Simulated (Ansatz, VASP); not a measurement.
# Tl in VASP and in Ansatz

The input INCAR:

```
SYSTEM = Tl
PREC = Accurate
ENCUT = 520
EDIFF = 1E-6
ISMEAR = -5
SIGMA = 0.1
LREAL = .False.
LASPH = .True.
NELM = 60
ALGO = Normal
ISIF = 2
LWAVE = .False.
LCHARG = .False.
GGA = PE
NBANDS = 12
```

Contents of KPOINTS:

```
regular mesh
0
Gamma
  7 7 7
  0 0 0
```

Contents of POSCAR:

```
Tl
1.0
   -1.9410000000      1.9410000000      1.9410000000
    1.9410000000     -1.9410000000      1.9410000000
    1.9410000000      1.9410000000     -1.9410000000
Tl
1
Direct
    0.0000000000      0.0000000000      0.0000000000
```

Input for Ansatz:

```yaml
crystal:
  lattice:
    - [-1.941, 1.941, 1.941]
    - [1.941, -1.941, 1.941]
    - [1.941, 1.941, -1.941]
  atoms:
    - { symbol: Tl, position: [0.0, 0.0, 0.0] }
basis:
  ecutwfc: 420
kpoints:
  mp_grid: { grid: [7, 7, 7] }
hamiltonian:
  xc: pbe
scf:
  occupations: { method: tetrahedron }
output:
  forces: true
  stress: true
  eigenvalues: true
```

Alike in both runs: task single point; functional PBE; k mesh 7 × 7 × 7; occupations tetrahedron; no spin polarisation.

|  | VASP | Ansatz |
| --- | --- | --- |
| version | VASP 6.6.1 | Ansatz 0.2.0 |
| potentials or method | VASP PAW PBE potentials, release 64 (Tl_d), cutoff 520 eV | scalar-relativistic, plane waves, PAW |
| valence electrons in the cell | 13 | 13 |

Ansatz gave:

| Quantity | Value |
| --- | --- |
| gap on the k mesh at the Fermi level (eV) | none |
| pressure (GPa) | 2.4 |

Question: Which values does VASP return?

Answer: gap on the k mesh at the Fermi level (eV): none; pressure (GPa): 2.3.

A gap of «none» marks a metal or a gap that the smearing closes. Ansatz's warnings: band table not solved further, tetrahedron derivatives may miss energy slope.

Neither program's run includes spin-orbit coupling.
